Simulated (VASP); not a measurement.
Runs of VASP 6.6.1 on Lu. The structure is that of space group P6_3/mmc (No. 194), or close to it. The cells are those of the table. 

```tsv
task	cell	gap on the mesh (eV)	pressure (GPa)
single point	a = 3.475, b = 3.475, c = 5.567 Å, angles 90.0, 90.0, 120.0°, 2 atoms	none	-2.4
single point	a = 3.510, b = 3.510, c = 5.511 Å, angles 90.0, 90.0, 120.0°, 2 atoms	none	-2.9
single point	a = 3.580, b = 3.580, c = 5.567 Å, angles 90.0, 90.0, 120.0°, 2 atoms	none	-4.5
single point	a = 3.438, b = 3.438, c = 5.453 Å, angles 90.0, 90.0, 120.0°, 2 atoms	none	-0.7
single point	a = 3.510, b = 3.510, c = 5.455 Å, angles 90.0, 90.0, 120.0°, 2 atoms	none	-2.5
electric field gradients	a = 3.462, b = 3.462, c = 5.491 Å, angles 90.0, 90.0, 120.0°, 2 atoms	none	-1.6
single point	a = 3.486, b = 3.486, c = 5.529 Å, angles 90.0, 90.0, 120.0°, 2 atoms	none	-2.5
electric field gradients	a = 3.440, b = 3.440, c = 5.567 Å, angles 90.0, 90.0, 120.0°, 2 atoms	none	-1.5
single point	a = 3.462, b = 3.462, c = 5.491 Å, angles 90.0, 90.0, 120.0°, 2 atoms	none	-1.6
single point	a = 3.579, b = 3.579, c = 5.676 Å, angles 90.0, 90.0, 120.0°, 2 atoms	none	(a)
electric field gradients	a = 3.510, b = 3.510, c = 5.511 Å, angles 90.0, 90.0, 120.0°, 2 atoms	none	-2.9
single point	a = 3.440, b = 3.440, c = 5.567 Å, angles 90.0, 90.0, 120.0°, 2 atoms	none	-1.5
```

Alike in all rows: level PBEsol; potentials or basis VASP PAW PBE potentials, release 64 (Lu); no spin polarisation; k mesh 13 × 13 × 8; cutoff (eV) 520; smearing fermi-dirac 0.03 eV.

Fill in the values left out.

(a) -5.3.

Caveats: the PAW data sets were made with another functional, which shifts forces and pressure a little; spin-orbit coupling is left out, which moves the levels of the heavy elements; the cell stands under tension (at least some runs).

A k mesh can miss the band edges, and the runs leave out spin-orbit coupling on Lu.

A gap of «none» marks levels without a gap at the run's occupations.
